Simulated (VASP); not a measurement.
Here is a VASP 6.6.1 calculation.

Contents of INCAR:

```
SYSTEM = Si
  PREC = Accurate
  ENCUT = 520
  EDIFF = 1E-6
  ISMEAR = 0
  SIGMA = 0.2
  LREAL = .FALSE.
  LASPH = .TRUE.
  NELM = 100
  ALGO = Normal
  ISIF = 2
  LWAVE = .FALSE.
  LCHARG = .FALSE.
  GGA = PE
  NBANDS = 11
```

Contents of KPOINTS:

```
regular mesh
0
G
  6 6 6
  0 0 0
```

Contents of POSCAR:

```
Si
1.0
    0.0000000000      2.7221188962      2.7221188962
    2.7221188962      0.0000000000      2.7221188962
    2.7221188962      2.7221188962      0.0000000000
Si
2
Direct
    0.0000000000      0.0000000000      0.0000000000
    0.2500000000      0.2500000000      0.2500000000
```

Potentials or basis: VASP PAW PBE potentials, release 64 (Si).

Run with:

```bash
$ cat potpaw_PBE.64/Si/POTCAR > POTCAR
$ mpirun -np 1 vasp_std > vasp.out
```

Task: Predict the pressure.

Result: 1.3 GPa.

Task: Predict the band gap on the k mesh.

Result: 0.72 eV, indirect (least direct gap 2.56 eV).

A k mesh can miss the band edges.
